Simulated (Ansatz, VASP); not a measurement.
Two plane-wave programs on K

File INCAR:

```
SYSTEM = K
ALGO = Fast
EDIFF = 1E-6
ENCUT = 520
GGA = PS
ISIF = 2
ISMEAR = 0
LASPH = .True.
LCHARG = .False.
LREAL = .False.
LWAVE = .False.
NBANDS = 10
NELM = 80
PREC = Accurate
SIGMA = 0.15
```

Contents of KPOINTS:

```
k-points
0
Gamma
  14 14 14
  0 0 0
```

The input POSCAR:

```
K
1.0
   -2.5525500000      2.5525500000      2.4871000000
    2.5525500000     -2.5525500000      2.4871000000
    2.5525500000      2.5525500000     -2.4871000000
K
1
Direct
    0.0000000000      0.0000000000      0.0000000000
```

Input for Ansatz:

```yaml
crystal:
  lattice:
    - [-2.55255, 2.55255, 2.4871]
    - [2.55255, -2.55255, 2.4871]
    - [2.55255, 2.55255, -2.4871]
  atoms:
    - { symbol: K, position: [0.0, 0.0, 0.0] }
basis:
  ecutwfc: 420
kpoints:
  mp_grid: { grid: [14, 14, 14] }
hamiltonian:
  xc: pbesol
scf:
  occupations: { method: gaussian, width: 0.15 }
output:
  forces: true
  stress: true
  eigenvalues: true
```

Change from the starting cell: strain -0.025 along x and y, -0.050 along z, atoms carried along.

Alike in both runs: task single point; functional PBEsol; k mesh 14 × 14 × 14; occupations gaussian, width 0.15 eV; no spin polarisation.

|  | VASP | Ansatz |
| --- | --- | --- |
| version | VASP 6.6.1 | Ansatz 0.2.0 |
| potentials or method | VASP PAW PBE potentials, release 64 (K_sv), cutoff 520 eV | scalar-relativistic, plane waves, PAW |
| valence electrons in the cell | 9 | 9 |

|  | VASP | Ansatz | Ansatz less VASP |
| --- | --- | --- | --- |
| gap on the k mesh at the Fermi level (eV) | none | none | - |
| pressure (GPa) | 0.4 | 0.4 | +0.01 |

VASP's potentials were made for PBE, not for PBEsol. A gap of «none» marks a metal or a gap that the smearing closes.
